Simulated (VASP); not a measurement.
Write the native input for VASP 6.6.1 that does the following.

```
Task                   : single point
Functional             : r2SCAN
Potentials or basis    : VASP PAW PBE potentials, release 64 (Ta_sv_GW, N)
Cutoff                 : 770 eV
k mesh                 : 10 × 10 × 6
Occupations            : fermi-dirac, width 0.05 eV
Spin                   : no spin polarisation
Dipole correction      : no
Further INCAR settings : ALGO = Normal; EDIFF = 1e-06; NBANDS = 22
```

The system is Ta2N.

```
Ta N
1.0
     3.04932    0.00000    0.00000
    -1.52466    2.64079    0.00000
     0.00000    0.00000    4.77043
Ta N
2 1
Direct
  0.33333 0.66667 0.25471
  0.66667 0.33333 0.74529
  0.00000 0.00000 0.00000
```

These files were run (other wordings do the same):

POSCAR

```
Ta2N
1.0
    3.0493158896      0.0000000000      0.0000000000
   -1.5246579448      2.6407850245      0.0000000000
    0.0000000000      0.0000000000      4.7704285953
Ta N
2 1
Direct
    0.3333333333      0.6666666667      0.2547110000
    0.6666666667      0.3333333333      0.7452890000
    0.0000000000      0.0000000000      0.0000000000
```

INCAR.step1

```
SYSTEM = Ta2N
  PREC = Accurate
  ENCUT = 770
  ISMEAR = -1
  SIGMA = 0.05
  LREAL = .FALSE.
  LASPH = .TRUE.
  NELM = 120
  NBANDS = 22
  GGA = PE
  ALGO = Normal
  EDIFF = 1E-5
  LWAVE = .TRUE.
  LCHARG = .FALSE.
  GGA_COMPAT = .FALSE.
```

INCAR.step2

```
SYSTEM = Ta2N
  PREC = Accurate
  ENCUT = 770
  EDIFF = 1E-6
  ISMEAR = -1
  SIGMA = 0.05
  LREAL = .FALSE.
  LASPH = .TRUE.
  NELM = 120
  ALGO = Normal
  ISIF = 2
  LWAVE = .FALSE.
  LCHARG = .FALSE.
  METAGGA = R2SCAN
  LMIXTAU = .TRUE.
  NBANDS = 22
  ISTART = 1
  GGA_COMPAT = .FALSE.
```

KPOINTS

```
Automatic mesh
0
G
  10 10 6
  0 0 0
```

Potentials or basis: VASP PAW PBE potentials, release 64 (Ta_sv_GW, N).

Run with:

```console
$ cat potpaw_PBE.64/Ta_sv_GW/POTCAR potpaw_PBE.64/N/POTCAR > POTCAR
$ cp INCAR.step1 INCAR
$ mpirun -np 1 vasp_std > vasp.out
$ cp INCAR.step2 INCAR
$ mpirun -np 1 vasp_std > vasp.out
```

Results of the run:

| Property | Result |
| --- | --- |
| Pressure | 14.2 GPa |
| Largest force | 0.545 eV/Å |
| Band gap on the k mesh | zero (an odd number of electrons rules out a gap without spin polarisation) |

Caveat: the cell stands under pressure; the PAW data sets were made with another functional, which shifts forces and pressure a little; spin-orbit coupling is left out, which moves the levels of the heavy elements.

Run time: 9.4 min on 1 thread of Intel(R) Xeon(R) Platinum 8259CL CPU @ 2.50GHz (Skylake/Cascade Lake), on a shared host, peak memory 0.27 GiB.
